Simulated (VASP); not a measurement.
# Al3C in VASP: single point with r2SCAN

Aim: the single point of Al3C with r2SCAN.

All numbers are computed with VASP 6.6.1; they aren't measurements. Logs are shortened: lines on timing, memory, paths and dates and some standing lists are left out, and cuts for length are marked.

## (1) The cell of the first run

The cell holds a slab with vacuum, 4 atoms: a = 2.823 Å, b = 2.823 Å, c = 19.601 Å, α = 90.00°, β = 90.00°, γ = 90.00°.

## (2) Single point, r2SCAN

POSCAR reads:

```
Al3C
1.0
    2.8227735243      0.0000000000      0.0000000000
    0.0000000000      2.8227735243      0.0000000000
    0.0000000000      0.0000000000     19.6006972839
Al C
3 1
Direct
    0.5000000000      0.5000000000      0.2040743726
    0.0000000000      0.0000000000      0.3086652018
    0.5000000000      0.5000000000      0.4132861789
    0.5000000000      1.0000000000      0.4841264309
```

INCAR.step1 reads:

```
SYSTEM = Al3C
PREC = Accurate ; ENCUT = 520
ISMEAR = 0 ; SIGMA = 0.1
LREAL = .FALSE. ; LASPH = .TRUE.
NELM = 100 ; LDIPOL = .TRUE.
IDIPOL = 3 ; DIPOL = 0.5 0.5 0.353
NBANDS = 14 ; GGA = PE
ALGO = Normal ; EDIFF = 1E-4
LWAVE = .TRUE. ; LCHARG = .FALSE.
```

INCAR.step2 reads:

```
SYSTEM = Al3C
PREC = Accurate ; ENCUT = 520
EDIFF = 1E-6 ; ISMEAR = 0
SIGMA = 0.1 ; LREAL = .FALSE.
LASPH = .TRUE. ; NELM = 100
ALGO = Normal ; ISIF = 2
LWAVE = .FALSE. ; LCHARG = .FALSE.
LDIPOL = .TRUE. ; IDIPOL = 3
DIPOL = 0.5 0.5 0.353 ; METAGGA = R2SCAN
LMIXTAU = .TRUE. ; NBANDS = 14
ISTART = 1
```

KPOINTS reads:

```
regular mesh
0
G
  9 9 1
  0 0 0
```

Potentials or basis: VASP PAW PBE potentials, release 64 (Al, C).

Command:

```console
> cat potpaw_PBE.64/Al/POTCAR potpaw_PBE.64/C/POTCAR > POTCAR
> cp INCAR.step1 INCAR
> mpirun -np 1 vasp_std > vasp.out
> cp INCAR.step2 INCAR
> mpirun -np 1 vasp_std > vasp.out
```

OUTCAR:

```text
SYSTEM = Al3C
   PREC = Accurate
   ENCUT = 520
   EDIFF = 1E-6
   ISMEAR = 0
   LREAL = .FALSE.
   LASPH = .TRUE.
   NELM = 100
   ISIF = 2
   METAGGA = R2SCAN
   ISTART = 1

 ion  position               nearest neighbor table
   1  0.500  0.500  0.204-   2 2.86   2 2.86   2 2.86   2 2.86
   2  0.000  0.000  0.309-   1 2.86   1 2.86   1 2.86   1 2.86   3 2.86   3 2.86   3 2.86   3 2.86

   3  0.500  0.500  0.413-   4 1.98   4 1.98   2 2.86   2 2.86   2 2.86   2 2.86
   4  0.500  0.000  0.484-   3 1.98   3 1.98

  LATTYP: Found a simple tetragonal cell.
 ALAT       =     2.8227735243
 C/A-ratio  =     6.9437725397

  Lattice vectors:

 A1 = (   2.8227735243,   0.0000000000,   0.0000000000)
 A2 = (   0.0000000000,   2.8227735243,   0.0000000000)
 A3 = (   0.0000000000,   0.0000000000,  19.6006972839)

Analysis of symmetry for initial positions (statically):
=====================================================================
 Subroutine PRICEL returns:
 Original cell was already a primitive cell.

 Routine SETGRP: Setting up the symmetry group for a
 simple tetragonal supercell.

 Subroutine GETGRP returns: Found  4 space group operations
 (whereof  4 operations were pure point group operations)
 out of a pool of 16 trial point group operations.

The static configuration has the point symmetry C_2v.

Analysis of symmetry for dynamics (positions and initial velocities):
=====================================================================
 Subroutine PRICEL returns:
 Original cell was already a primitive cell.

 Routine SETGRP: Setting up the symmetry group for a
 simple tetragonal supercell.

 Subroutine GETGRP returns: Found  4 space group operations
 (whereof  4 operations were pure point group operations)
 out of a pool of 16 trial point group operations.

The dynamic configuration has the point symmetry C_2v.

 Subroutine INISYM returns: Found  4 space group operations
 (whereof  4 operations are pure point group operations),
 and found     1 'primitive' translations

----------------------------------------------------------------------------------------

                                     Primitive cell

  volume of cell :     156.1793

  direct lattice vectors                    reciprocal lattice vectors
     2.822773524  0.000000000  0.000000000     0.354261506  0.000000000  0.000000000
     0.000000000  2.822773524  0.000000000     0.000000000  0.354261506  0.000000000
     0.000000000  0.000000000 19.600697284     0.000000000  0.000000000  0.051018593

  length of vectors
     2.822773524  2.822773524 19.600697284     0.354261506  0.354261506  0.051018593

  position of ions in fractional coordinates (direct lattice)
     0.500000000  0.500000000  0.204074373
     0.000000000  0.000000000  0.308665202
     0.500000000  0.500000000  0.413286179
     0.500000000  0.000000000  0.484126431

  ion indices of the primitive-cell ions
   primitive index   ion index
                 1           1
                 2           2
                 3           3
                 4           4

----------------------------------------------------------------------------------------

 KPOINTS: regular mesh

Automatic generation of k-mesh.
 Grid dimensions read from file:
 generate k-points for:    9    9    1

 Generating k-lattice:

  Cartesian coordinates                     Fractional coordinates (reciprocal lattice)
     0.039362390  0.000000000  0.000000000     0.111111111  0.000000000  0.000000000
     0.000000000  0.039362390  0.000000000     0.000000000  0.111111111  0.000000000
     0.000000000  0.000000000  0.051018593     0.000000000  0.000000000  1.000000000

  Length of vectors
     0.039362390  0.039362390  0.051018593

  Shift w.r.t. Gamma in fractional coordinates (k-lattice)
     0.000000000  0.000000000  0.000000000

 Subroutine IBZKPT returns following result:
 ===========================================

 Found     25 irreducible k-points:

 Following reciprocal coordinates:
            Coordinates               Weight
  0.000000  0.000000  0.000000      1.000000
  0.111111  0.000000  0.000000      2.000000
  0.000000  0.111111  0.000000      2.000000
  0.222222  0.000000  0.000000      2.000000
  0.000000  0.222222  0.000000      2.000000
  0.333333  0.000000  0.000000      2.000000
[... 16 lines left out ...]
  0.444444  0.333333  0.000000      4.000000
 -0.333333  0.444444  0.000000      4.000000
   k-points           NKPTS =     25   k-points in BZ     NKDIM =     25   number of bands    NBANDS=     14
   number of dos      NEDOS =    301   number of ions     NIONS =      4
   total plane-waves  NPLWV =  86400
   dimension x,y,z NGX =    24 NGY =   24 NGZ =  150
   dimension x,y,z NGXF=    48 NGYF=   48 NGZF=  300
   ions per type =               3   1
   NGX,Y,Z   is equivalent  to a cutoff of  14.13, 14.13, 12.72 a.u.
   NGXF,Y,Z  is equivalent  to a cutoff of  28.27, 28.27, 25.44 a.u.
 SYSTEM =  Al3C
   PREC   = accura    normal or accurate (medium, high low for compatibility)
   ISTART =      1    job   : 0-new  1-cont  2-samecut
   ICHARG =      0    charge: 1-file 2-atom 10-const
   ISPIN  =      1    spin polarized calculation?
   LNONCOLLINEAR =      F non collinear calculations
   LSORBIT =      F    spin-orbit coupling
   LASPH  =      T    aspherical Exc in radial PAW
   ENCUT  =  520.0 eV  38.22 Ry    6.18 a.u.   5.25  5.25 36.44*2*pi/ulx,y,z
   NELM   =    100;   NELMIN=  2; NELMDL=  0     # of ELM steps
   EDIFF  = 0.1E-05   stopping-criterion for ELM
   LREAL  =      F    real-space projection
   EDIFFG = 0.1E-04   stopping-criterion for IOM
   NSW    =      0    number of steps for IOM
   IBRION =     -1    ionic relax: 0-MD 1-quasi-New 2-CG
   NFREE  =      0    steps in history (QN), initial steepest desc. (CG)
   ISIF   =      2    stress and relaxation
   ISYM   =      2    0-nonsym 1-usesym 2-fastsym
   POTIM  = 0.5000    time-step for ionic-motion
   TEBEG  =    0.0;   TEEND  =   0.0 temperature during run
   PSTRESS=    0.0 pullay stress
   NELECT =      13.0000    total number of electrons
   NUPDOWN=      -1.0000    fix difference up-down
   EMIN   =  10.00;   EMAX   =-10.00  energy-range for DOS
   EFERMI =   0.00;   METHOD = LEGACY
   ISMEAR =     0;   SIGMA  =   0.10  broadening in eV -4-tet -1-fermi 0-gaus
   EFERMI_NEDOS =   21; number of points for ismear=-14 and -15
   IALGO  =     38    algorithm
   IMIX   =      4    mixing-type and parameters
     AMIX     =   0.40;   BMIX     =  1.00
     AMIX_MAG =   1.60;   BMIX_MAG =  1.00
  volume/ion in A,a.u.               =      39.04       263.49
  Fermi-wavevector in a.u.,A,eV,Ry     =   0.714795  1.350766  6.951648  0.510932
  Thomas-Fermi vector in A             =   1.802788
   LORBIT       =      0    0 simple, 1 ext, 2 COOP (PROOUT), +10 PAW based schemes
   METAGGA = R2SCAN    functional components
   LHFCALC =     F    Hartree Fock is set to
   AEXX    =    0.0000 exact exchange contribution
   IVDW    =     0    specifies the selected vdW correction
   LEPSILON=     F    determine dielectric tensor
   LRPA    =     F    only Hartree local field effects (RPA)
 non-spin polarized calculation
 Gauss-broadening in eV      SIGMA  =   0.10
  energy-cutoff  :      520.00
  volume of cell :      156.18
 maximum number of plane-waves:      4249
 NGX is ok and might be reduce to    24
   NGX = 11   NGY = 11   NGZ = 73

 number of electron      13.0000000 magnetization

 dipolmoment           0.000000      0.000000      0.132802 electrons x Angstroem

 Free energy of the ion-electron system (eV)
  ---------------------------------------------------
  ext. energy  EPLUGINS =         0.00000000
  ---------------------------------------------------
  free energy    TOTEN  =       -24.98204404 eV

  energy without entropy =      -24.96999212  energy(sigma->0) =      -24.97601808

 E-fermi :  -1.0697     XC(G=0):  -4.8695

 val. band max:       -1.0743215254   @ k =  -0.2222   0.4444   0.0000
 cond. band min:      -1.0406583233   @ k =   0.4444   0.4444   0.0000
 fundamental gap:      0.0336632021
 Fermi energy:        -1.0696780148

 k-point     1 :       0.0000    0.0000    0.0000
  band No.  band energies     occupation
      1     -13.7314      2.00000
      2     -11.7297      2.00000
      3      -8.8731      2.00000
      4      -5.1435      2.00000
      5      -2.3924      2.00000
      6       0.2511      0.00000
      7       1.1229      0.00000
      8       1.3383      0.00000
      9       3.4583      0.00000
     10       4.7375      0.00000
     11       5.5804      0.00000
     12       6.1889      0.00000
     13       6.1900      0.00000
     14       6.3061      0.00000

 k-point     2 :       0.1111    0.0000    0.0000
  band No.  band energies     occupation
      1     -13.5547      2.00000
      2     -11.5013      2.00000
      3      -8.6531      2.00000
      4      -4.9313      2.00000
      5      -2.2360      2.00000
      6       0.0579      0.00000
      7       0.3240      0.00000
      8       1.5204      0.00000
      9       2.8144      0.00000
     10       3.7848      0.00000
     11       4.8286      0.00000
     12       5.7308      0.00000
     13       6.3937      0.00000
     14       6.5765      0.00000
[... 343 lines left out ...]
      1     -10.4894      2.00000
      2      -6.1034      2.00000
      3      -4.4118      2.00000
      4      -3.8080      2.00000
      5      -3.1030      2.00000
      6      -2.6743      2.00000
      7      -1.3792      1.99999
      8      -0.5867      0.00000
      9       0.5363      0.00000
     10       1.4144      0.00000
     11       2.3293      0.00000
     12       2.6137      0.00000
     13       2.9518      0.00000
     14       4.5539      0.00000

 k-point    24 :      -0.3333    0.4444    0.0000
  band No.  band energies     occupation
      1     -10.3567      2.00000
      2      -6.1401      2.00000
      3      -4.9585      2.00000
      4      -3.9209      2.00000
      5      -3.3523      2.00000
      6      -1.6980      2.00000
      7      -1.5501      2.00000
      8      -0.4085      0.00000
      9       0.4514      0.00000
     10       1.0833      0.00000
     11       2.2803      0.00000
     12       2.8974      0.00000
     13       3.3241      0.00000
     14       4.5242      0.00000

 [... further k-points ...]

------------------------ aborting loop because EDIFF is reached ----------------------------------------

 vacuum level on the upper side and lower side of the slab       (xc-potential included)         1.468        -1.470

  FORCE on cell =-STRESS in cart. coord.  units (eV):
  Direction    XX          YY          ZZ          XY          YZ          ZX
  --------------------------------------------------------------------------------------
  -------------------------------------------------------------------------------------
  Total       -2.0858872     -1.7186013      0.3709048      0.0000000      0.0000000      0.0000000
  in kB      -21.3982278    -17.6303987      3.8049540      0.0000000      0.0000000      0.0000000
  external PRESSURE =     -11.7412242 kB  Pullay stress =       0.0000000 kB

 VOLUME and BASIS-vectors are now :
 -----------------------------------------------------------------------------
  energy-cutoff  :      520.00
  volume of cell :      156.18
      direct lattice vectors                 reciprocal lattice vectors
     2.822773524  0.000000000  0.000000000     0.354261506  0.000000000  0.000000000
     0.000000000  2.822773524  0.000000000     0.000000000  0.354261506  0.000000000
     0.000000000  0.000000000 19.600697284     0.000000000  0.000000000  0.051018593

 POSITION                                       TOTAL-FORCE (eV/Angst)
 -----------------------------------------------------------------------------------
      1.41139      1.41139      4.00000         0.000000      0.000000     -0.081908
      0.00000      0.00000      6.05005         0.000000      0.000000     -0.017546
      1.41139      1.41139      8.10070         0.000000      0.000000      0.100119
      1.41139      0.00000      9.48922         0.000000      0.000000     -0.000665
 -----------------------------------------------------------------------------------
    total drift:                                0.000000     -0.000000      0.002176

  FREE ENERGIE OF THE ION-ELECTRON SYSTEM (eV)
  ---------------------------------------------------
  free  energy   TOTEN  =       -24.9820440353 eV

  energy  without entropy=      -24.9699921233  energy(sigma->0) =      -24.97601808

 vacuum level on the upper side and lower side of the slab         6.435         3.430
```

Run time: 2.6 min. Hardware: 1 thread of Intel Xeon 6975P-C (Granite Rapids), shared host; peak memory 0.31 GiB.

Results:

| Quantity | Value |
| --- | --- |
| Free energy | -24.9820 eV |
| Largest force | 0.100 eV/Å |

Forces on the atoms (eV/Å):
```
Al   0.000  0.000 -0.082
Al   0.000  0.000 -0.018
Al   0.000  0.000  0.100
C    0.000  0.000 -0.001
```

Levels at points of the mesh, in eV from the Fermi level:
```
           k point  band 5  band 6  band 7  band 8  band 9  band 10
(0.00, 0.00, 0.00)   -1.32    1.32    2.19    2.41    4.53     5.81
```

Caveat: the PAW data sets were made with another functional, which shifts forces and pressure a little.
